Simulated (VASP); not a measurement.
Here is a VASP 6.6.1 calculation.

The input POSCAR:

```
KCl
1.0
    0.0000000000      3.1448471320      3.1448471320
    3.1448471320      0.0000000000      3.1448471320
    3.1448471320      3.1448471320      0.0000000000
K Cl
1 1
Direct
    0.0000000000      0.0000000000      0.0000000000
    0.5000000000      0.5000000000      0.5000000000
```

The input INCAR.step1:

```
SYSTEM = KCl
ALGO = Normal
EDIFF = 1E-5
ENCUT = 520
GGA = PE
ISIF = 2
ISMEAR = 0
LASPH = .TRUE.
LCHARG = .FALSE.
LREAL = .FALSE.
LWAVE = .TRUE.
NBANDS = 15
NELM = 60
PREC = Accurate
SIGMA = 0.01
```

The input INCAR.step2:

```
SYSTEM = KCl
AEXX = 0.05
ALGO = Normal
EDIFF = 1E-6
ENCUT = 520
GGA = PE
ISIF = 2
ISMEAR = 0
ISTART = 1
LASPH = .TRUE.
LCHARG = .FALSE.
LHFCALC = .TRUE.
LREAL = .FALSE.
LWAVE = .FALSE.
NBANDS = 15
NELM = 60
PREC = Accurate
PRECFOCK = Normal
SIGMA = 0.01
```

File KPOINTS:

```
k-points
0
G
  4 4 4
  0 0 0
```

Potentials or basis: VASP PAW PBE potentials, release 64 (K_sv, Cl).

The run is started by

```console
$ cat potpaw_PBE.64/K_sv/POTCAR potpaw_PBE.64/Cl/POTCAR > POTCAR
$ cp INCAR.step1 INCAR
$ mpirun -np 1 vasp_std > vasp.out
$ cp INCAR.step2 INCAR
$ mpirun -np 1 vasp_std > vasp.out
```

(1) Predict the band gap on the k mesh.

(2) Estimate the pressure.

Answers

(1) 5.60 eV.

(2) 0.7 GPa.

Caveat: the k points lie up to 0.43 Å⁻¹ apart; the PAW data sets were made with another functional, which shifts forces and pressure a little.
